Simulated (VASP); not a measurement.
# W9C8 in VASP: single point with PBEsol

Aim: the single point of W9C8 with PBEsol.

Program: VASP 6.6.1. These are calculated values, not measurements. Logs are shortened: lines on timing, memory, paths and dates and some standing lists are left out, and cuts for length are marked.

## (1) The cell of the first run

The cell holds a slab with vacuum, 17 atoms: a = 5.704 Å, b = 5.704 Å, c = 17.201 Å, α = 90.00°, β = 90.00°, γ = 120.00°.

## (2) Single point, PBEsol

Contents of INCAR:

```
SYSTEM = W9C8
  PREC = Accurate
  ENCUT = 520
  EDIFF = 1E-6
  ISMEAR = 0
  SIGMA = 0.05
  LREAL = Auto
  LASPH = .TRUE.
  NELM = 60
  ALGO = Normal
  ISIF = 2
  LWAVE = .FALSE.
  LCHARG = .FALSE.
  GGA = PS
  NBANDS = 93
```

Contents of KPOINTS:

```
regular mesh
0
G
  3 3 1
  0 0 0
```

Contents of POSCAR:

```
W9C8
1.0
    5.7040600000      0.0000000000      0.0000000000
   -2.8520300000      4.9398610000      0.0000000000
    0.0000000000      0.0000000000     17.2011400000
W C
9 8
Direct
    0.0000000000      0.0000000000      0.0581356817
   -0.0492116732     -0.0485693828      0.2175800557
   -0.0000000506      0.4999998988      0.0581356817
   -0.0493331716      0.4476690741      0.2220721999
    0.5000000000      0.0000000000      0.0581356817
    0.4450200764     -0.0507676228      0.2291155702
    0.4999999494      0.4999998988      0.0581356817
    0.4411238479      0.4490895594      0.2252190262
    0.8482520891     -0.1368797624      0.3642429513
    0.3103891109      0.1409989066      0.1382201412
    0.2284349735      0.0833076072      0.3116582971
    0.3173747222      0.6498842781      0.1375639638
    0.2654333062      0.6005124436      0.2942108488
    0.8119927039      0.1429813511      0.1352148753
    0.7872739758      0.1068779061      0.3020108551
    0.8135584941      0.6430523045      0.1338929862
    0.7712018183      0.5877250392      0.2939681323
```

Potentials or basis: VASP PAW PBE potentials, release 64 (W_sv, C).

On the command line:

```
cat potpaw_PBE.64/W_sv/POTCAR potpaw_PBE.64/C/POTCAR > POTCAR
mpirun -np 1 vasp_std > vasp.out
```

OUTCAR:

```text
SYSTEM = W9C8
   PREC = Accurate
   ENCUT = 520
   EDIFF = 1E-6
   ISMEAR = 0
   LREAL = Auto
   LASPH = .TRUE.
   NELM = 60
   ISIF = 2
   GGA = PS

 ion  position               nearest neighbor table
   1  0.000  0.000  0.058-  10 2.06  14 2.11  16 2.19   2 2.76   7 2.85   3 2.85   5 2.85   5 2.85
                             3 2.85   7 2.85
   2  0.951  0.951  0.218-  16 2.10  11 2.12  15 2.14  14 2.17  17 2.23  10 2.24   9 2.58   1 2.76
                             8 2.82   4 2.83   6 2.83   4 2.87   6 2.89   8 2.89
   3  1.000  0.500  0.058-  12 2.08  16 2.09  14 2.21   4 2.83   5 2.85   1 2.85   7 2.85   7 2.85
                             5 2.85   1 2.85
   4  0.951  0.448  0.222-  13 1.99  17 2.01  14 2.12  15 2.17  16 2.24  12 2.33   8 2.79   2 2.83
                             3 2.83   6 2.84   6 2.87   2 2.87   8 2.91
   5  0.500  0.000  0.058-  14 2.03  10 2.14  12 2.20   7 2.85   3 2.85   1 2.85   1 2.85   7 2.85
                             3 2.85   6 2.96
   6  0.445  0.949  0.229-  13 2.05  15 2.11  12 2.16  10 2.25  11 2.25  14 2.43   2 2.83   8 2.84
                             4 2.84   8 2.86   4 2.87   2 2.89   5 2.96   9 3.47
   7  0.500  0.500  0.058-  16 2.03  12 2.14  10 2.25   5 2.85   1 2.85   3 2.85   3 2.85   5 2.85
                             1 2.85   8 2.89
   8  0.441  0.449  0.225-  13 2.01  17 2.02  10 2.14  12 2.21  11 2.35  16 2.42   4 2.79   2 2.82
                             6 2.84   6 2.86   2 2.89   7 2.89   4 2.91   9 3.35
   9  0.848  0.863  0.364-  17 1.85  15 1.92  11 2.09   2 2.58   8 3.35   6 3.47
  10  0.310  0.141  0.138-   1 2.06   8 2.14   5 2.14   2 2.24   7 2.25   6 2.25
  11  0.228  0.083  0.312-   9 2.09   2 2.12   6 2.25   8 2.35
  12  0.317  0.650  0.138-   3 2.08   7 2.14   6 2.16   5 2.20   8 2.21   4 2.33
  13  0.265  0.601  0.294-   4 1.99   8 2.01   6 2.05
  14  0.812  0.143  0.135-   5 2.03   1 2.11   4 2.12   2 2.17   3 2.21   6 2.43
  15  0.787  0.107  0.302-   9 1.92   6 2.11   2 2.14   4 2.17
  16  0.814  0.643  0.134-   7 2.03   3 2.09   2 2.10   1 2.19   4 2.24   8 2.42
  17  0.771  0.588  0.294-   9 1.85   4 2.01   8 2.02   2 2.23

  LATTYP: Found a hexagonal cell.
 ALAT       =     5.7040600000
 C/A-ratio  =     3.0155959089

  Lattice vectors:

 A1 = (   5.7040600000,   0.0000000000,   0.0000000000)
 A2 = (  -2.8520300000,   4.9398610000,   0.0000000000)
 A3 = (   0.0000000000,   0.0000000000,  17.2011400000)

Analysis of symmetry for initial positions (statically):
=====================================================================
 Subroutine PRICEL returns:
 Original cell was already a primitive cell.

 Routine SETGRP: Setting up the symmetry group for a
 hexagonal supercell.

 Subroutine GETGRP returns: Found  1 space group operations
 (whereof  1 operations were pure point group operations)
 out of a pool of 24 trial point group operations.

The static configuration has the point symmetry C_1 .

Analysis of symmetry for dynamics (positions and initial velocities):
=====================================================================
 Subroutine PRICEL returns:
 Original cell was already a primitive cell.

 Routine SETGRP: Setting up the symmetry group for a
 hexagonal supercell.

 Subroutine GETGRP returns: Found  1 space group operations
 (whereof  1 operations were pure point group operations)
 out of a pool of 24 trial point group operations.

The dynamic configuration has the point symmetry C_1 .

 Subroutine INISYM returns: Found  1 space group operations
 (whereof  1 operations are pure point group operations),
 and found     1 'primitive' translations

----------------------------------------------------------------------------------------

                                     Primitive cell

  volume of cell :     484.6811

  direct lattice vectors                    reciprocal lattice vectors
     5.704060000  0.000000000  0.000000000     0.175313724  0.101217423  0.000000000
    -2.852030000  4.939861000  0.000000000     0.000000000  0.202434846  0.000000000
     0.000000000  0.000000000 17.201140000     0.000000000  0.000000000  0.058135682

  length of vectors
     5.704060000  5.704060117 17.201140000     0.202434850  0.202434846  0.058135682

  position of ions in fractional coordinates (direct lattice)
     0.000000000  0.000000000  0.058135682
     0.950788327  0.951430617  0.217580056
     0.999999949  0.499999899  0.058135682
     0.950666828  0.447669074  0.222072200
     0.500000000  0.000000000  0.058135682
     0.445020076  0.949232377  0.229115570
[... 9 lines left out ...]
     0.813558494  0.643052305  0.133892986
     0.771201818  0.587725039  0.293968132

  ion indices of the primitive-cell ions
   primitive index   ion index
                 1           1
                 2           2
                 3           3
                 4           4
                 5           5
                 6           6
[... 9 lines left out ...]
                16          16
                17          17

----------------------------------------------------------------------------------------

 KPOINTS: regular mesh

Automatic generation of k-mesh.
 Grid dimensions read from file:
 generate k-points for:    3    3    1

 Generating k-lattice:

  Cartesian coordinates                     Fractional coordinates (reciprocal lattice)
     0.058437908  0.033739141  0.000000000     0.333333333 -0.000000000  0.000000000
     0.000000000  0.067478282  0.000000000     0.000000000  0.333333333  0.000000000
     0.000000000  0.000000000  0.058135682     0.000000000  0.000000000  1.000000000

  Length of vectors
     0.067478283  0.067478282  0.058135682

  Shift w.r.t. Gamma in fractional coordinates (k-lattice)
     0.000000000  0.000000000  0.000000000

 Subroutine IBZKPT returns following result:
 ===========================================

 Found      5 irreducible k-points:

 Following reciprocal coordinates:
            Coordinates               Weight
  0.000000  0.000000  0.000000      1.000000
  0.333333  0.000000  0.000000      2.000000
  0.000000  0.333333  0.000000      2.000000
 -0.333333  0.333333  0.000000      2.000000
  0.333333  0.333333  0.000000      2.000000
   k-points           NKPTS =      5   k-points in BZ     NKDIM =      5   number of bands    NBANDS=     93
   number of dos      NEDOS =    301   number of ions     NIONS =     17
   total plane-waves  NPLWV = 225792
   dimension x,y,z NGX =    42 NGY =   42 NGZ =  128
   dimension x,y,z NGXF=    84 NGYF=   84 NGZF=  256
   ions per type =               9   8
   NGX,Y,Z   is equivalent  to a cutoff of  12.24, 12.24, 12.37 a.u.
   NGXF,Y,Z  is equivalent  to a cutoff of  24.48, 24.48, 24.74 a.u.
 SYSTEM =  W9C8
   PREC   = accura    normal or accurate (medium, high low for compatibility)
   ISTART =      0    job   : 0-new  1-cont  2-samecut
   ICHARG =      2    charge: 1-file 2-atom 10-const
   ISPIN  =      1    spin polarized calculation?
   LNONCOLLINEAR =      F non collinear calculations
   LSORBIT =      F    spin-orbit coupling
   LASPH  =      T    aspherical Exc in radial PAW
   ENCUT  =  520.0 eV  38.22 Ry    6.18 a.u.  10.61 10.61 31.98*2*pi/ulx,y,z
   NELM   =     60;   NELMIN=  2; NELMDL= -5     # of ELM steps
   EDIFF  = 0.1E-05   stopping-criterion for ELM
   LREAL  =      T    real-space projection
   EDIFFG = 0.1E-04   stopping-criterion for IOM
   NSW    =      0    number of steps for IOM
   IBRION =     -1    ionic relax: 0-MD 1-quasi-New 2-CG
   NFREE  =      0    steps in history (QN), initial steepest desc. (CG)
   ISIF   =      2    stress and relaxation
   ISYM   =      2    0-nonsym 1-usesym 2-fastsym
   POTIM  = 0.5000    time-step for ionic-motion
   TEBEG  =    0.0;   TEEND  =   0.0 temperature during run
   PSTRESS=    0.0 pullay stress
   NELECT =     158.0000    total number of electrons
   NUPDOWN=      -1.0000    fix difference up-down
   EMIN   =  10.00;   EMAX   =-10.00  energy-range for DOS
   EFERMI =   0.00;   METHOD = LEGACY
   ISMEAR =     0;   SIGMA  =   0.05  broadening in eV -4-tet -1-fermi 0-gaus
   EFERMI_NEDOS =   21; number of points for ismear=-14 and -15
   IALGO  =     38    algorithm
   IMIX   =      4    mixing-type and parameters
     AMIX     =   0.40;   BMIX     =  1.00
     AMIX_MAG =   1.60;   BMIX_MAG =  1.00
  volume/ion in A,a.u.               =      28.51       192.40
  Fermi-wavevector in a.u.,A,eV,Ry     =   1.126701  2.129155 17.271972  1.269454
  Thomas-Fermi vector in A             =   2.263384
   LORBIT       =      0    0 simple, 1 ext, 2 COOP (PROOUT), +10 PAW based schemes
   GGA     = PS    functional components
   LHFCALC =     F    Hartree Fock is set to
   AEXX    =    0.0000 exact exchange contribution
   IVDW    =     0    specifies the selected vdW correction
   LEPSILON=     F    determine dielectric tensor
   LRPA    =     F    only Hartree local field effects (RPA)
 non-spin polarized calculation
 Gauss-broadening in eV      SIGMA  =   0.05
  energy-cutoff  :      520.00
  volume of cell :      484.68
 maximum number of plane-waves:     13107
 NGX is ok and might be reduce to    42
   NGX = 21   NGY = 21   NGZ = 63

 number of electron     158.0000000 magnetization

 Free energy of the ion-electron system (eV)
  ---------------------------------------------------
  ext. energy  EPLUGINS =         0.00000000
  ---------------------------------------------------
  free energy    TOTEN  =      -185.27134092 eV

  energy without entropy =     -185.25454523  energy(sigma->0) =     -185.26294308

 E-fermi :   1.6836     XC(G=0):  -6.4639

 val. band max:        1.6491658503   @ k =   0.3333   0.3333   0.0000
 cond. band min:       1.6981188816   @ k =   0.0000   0.0000   0.0000
 fundamental gap:      0.0489530313
 Fermi energy:         1.6835862866

 k-point     1 :       0.0000    0.0000    0.0000
  band No.  band energies     occupation
      1     -73.0246      2.00000
      2     -72.3457      2.00000
      3     -72.2757      2.00000
      4     -72.2461      2.00000
      5     -72.2182      2.00000
      6     -72.1687      2.00000
[... 83 lines left out ...]
     90       4.0265      0.00000
     91       4.3076      0.00000

 k-point     2 :       0.3333    0.0000    0.0000
  band No.  band energies     occupation
      1     -73.0246      2.00000
      2     -72.3374      2.00000
      3     -72.2720      2.00000
      4     -72.2557      2.00000
      5     -72.2057      2.00000
      6     -72.1724      2.00000
[... 83 lines left out ...]
     90       3.9224      0.00000
     91       4.0066      0.00000

 k-point     3 :       0.0000    0.3333    0.0000
  band No.  band energies     occupation
      1     -73.0246      2.00000
      2     -72.3366      2.00000
      3     -72.2761      2.00000
      4     -72.2523      2.00000
      5     -72.2035      2.00000
      6     -72.1745      2.00000
[... 83 lines left out ...]
     90       3.7328      0.00000
     91       3.9998      0.00000

 k-point     4 :      -0.3333    0.3333    0.0000
  band No.  band energies     occupation
      1     -73.0246      2.00000
      2     -72.3352      2.00000
      3     -72.2826      2.00000
      4     -72.2460      2.00000
      5     -72.2051      2.00000
      6     -72.1721      2.00000
[... 83 lines left out ...]
     90       3.7855      0.00000
     91       3.9657      0.00000

 k-point     5 :       0.3333    0.3333    0.0000
  band No.  band energies     occupation
      1     -73.0246      2.00000
      2     -72.3313      2.00000
      3     -72.2774      2.00000
      4     -72.2547      2.00000
      5     -72.1950      2.00000
      6     -72.1759      2.00000
[... 83 lines left out ...]
     90       3.8062      0.00000
     91       4.0609      0.00000
 [bands above 91 left out]

------------------------ aborting loop because EDIFF is reached ----------------------------------------

  FORCE on cell =-STRESS in cart. coord.  units (eV):
  Direction    XX          YY          ZZ          XY          YZ          ZX
  --------------------------------------------------------------------------------------
  -------------------------------------------------------------------------------------
  Total       12.7853645      3.3006003      0.4391275      0.3077991     18.5647437      8.9164171
  in kB       42.2637132     10.9105709      1.4515941      1.0174707     61.3682156     29.4743961
  external PRESSURE =      18.2086261 kB  Pullay stress =       0.0000000 kB

 VOLUME and BASIS-vectors are now :
 -----------------------------------------------------------------------------
  energy-cutoff  :      520.00
  volume of cell :      484.68
      direct lattice vectors                 reciprocal lattice vectors
     5.704060000  0.000000000  0.000000000     0.175313724  0.101217423  0.000000000
    -2.852030000  4.939861000  0.000000000     0.000000000  0.202434846  0.000000000
     0.000000000  0.000000000 17.201140000     0.000000000  0.000000000  0.058135682

 POSITION                                       TOTAL-FORCE (eV/Angst)
 -----------------------------------------------------------------------------------
      0.00000      0.00000      1.00000        -0.403784     -0.966550     -0.645792
      2.70985      4.69994      3.74262         0.131171      0.085709     -0.235345
      4.27804      2.46993      1.00000        -0.382998     -1.030596     -0.118891
      4.14589      2.21142      3.81990         0.143534      0.236308      0.146683
      2.85203      0.00000      1.00000        -0.820832     -1.090510      0.539802
     -0.16882      4.68908      3.94105         0.096793      0.068074     -0.033292
[... 9 lines left out ...]
      2.80658      3.17659      2.30311         0.149869      0.118892      0.048159
      2.72277      2.90328      5.05659         0.430103      0.855893      0.249492
 -----------------------------------------------------------------------------------
    total drift:                                0.008221     -0.002471      0.006061

  FREE ENERGIE OF THE ION-ELECTRON SYSTEM (eV)
  ---------------------------------------------------
  free  energy   TOTEN  =      -185.2713409211 eV

  energy  without entropy=     -185.2545452299  energy(sigma->0) =     -185.26294308
```

Run time: 5.9 min. Hardware: 1 thread of Intel Xeon 6975P-C (Granite Rapids), shared host; peak memory 0.57 GiB.

Results:

* Free energy: -185.2713 eV
* Largest force: 2.619 eV/Å
* Band gap on the k mesh: zero (bands 79 and 80 overlap by 0.47 eV)

Forces in eV/Å, atoms in the order of the input:
```
W   -0.404 -0.967 -0.646
W    0.131  0.086 -0.235
W   -0.383 -1.031 -0.119
W    0.144  0.236  0.147
W   -0.821 -1.091  0.540
W    0.097  0.068 -0.033
W   -0.859 -1.182  0.118
W    0.151  0.317  0.265
W    0.603  2.540  0.210
C    0.105  0.062 -0.062
C    0.248 -0.464 -0.292
C    0.077  0.036  0.045
C    0.215  0.206  0.244
C    0.123  0.091 -0.129
C   -0.008  0.117 -0.350
C    0.150  0.119  0.048
C    0.430  0.856  0.249
```

Levels at points of the mesh, in eV from the Fermi level:
```
           k point  band 77  band 78  band 79  band 80  band 81  band 82
(0.00, 0.00, 0.00)     0.01     0.29     0.43     0.47     0.59     0.73
```

Caveat: the k points lie up to 0.42 Å⁻¹ apart; the PAW data sets were made with another functional, which shifts forces and pressure a little; spin-orbit coupling is left out, which moves the levels of the heavy elements.
